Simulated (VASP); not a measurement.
Runs of VASP 6.6.1 on BaO. It takes space group Fm-3m (No. 225, cubic). The conventional cell has a = 5.544 Å, b = 5.544 Å, c = 5.544 Å, α = 90.00°, β = 90.00°, γ = 90.00°. Ba (site symmetry m-3m) has 6 O at 2.77 Å within 3.7 Å. O (site symmetry m-3m) has 6 Ba at 2.77 Å within 3.7 Å. 

```csv
level,k mesh,cutoff (eV),smearing,grid for exact exchange (PRECFOCK),share of exact exchange,screening parameter,gap on the mesh (eV),pressure (GPa)
PBE-based screened hybrid with 75 % exact exchange,4 × 4 × 4,520,gaussian 0.01 eV,Normal,0.75,0.2078 1/Å,6.05,-2.2
PBE+D4,6 × 6 × 6,600,gaussian 0.01 eV,-,-,-,1.98,(b)
PBE-based screened hybrid with 20 % exact exchange,4 × 4 × 4,520,gaussian 0.01 eV,Normal,0.2,0.5 1/Å,(c),(a)
PBE-based screened hybrid with 10 % exact exchange,4 × 4 × 4,520,gaussian 0.01 eV,Normal,0.1,0.1 1/Å,2.62,2.1
HSE06,4 × 4 × 4,520,gaussian 0.01 eV,Normal,0.25,0.2079 1/Å,3.25,1.1
PBE,6 × 6 × 6,600,gaussian 0.01 eV,-,-,-,1.98,2.8
PBE,4 × 4 × 4,600,gaussian 0.01 eV,-,-,-,1.98,2.8
HSE06,4 × 4 × 4,520,gaussian 0.2 eV,Normal,0.25,0.2079 1/Å,3.25,1.1
PBE,6 × 6 × 6,600,methfessel-paxton 0.2 eV,-,-,-,1.98,2.7
```

Alike in all rows: task single point; potentials or basis VASP PAW PBE potentials, release 64 (Ba_sv, O); no spin polarisation; cell as given.

Task: Fill in the values left out.

Result: (a) 1.7; (b) 1.3; (c) 2.51.

Caveats: some runs use coarse meshes; spin-orbit coupling is left out, which moves the levels of the heavy elements; the PAW data sets were made with another functional, which shifts forces and pressure a little (at least some runs).

A k mesh can miss the band edges, and the runs leave out spin-orbit coupling on Ba.
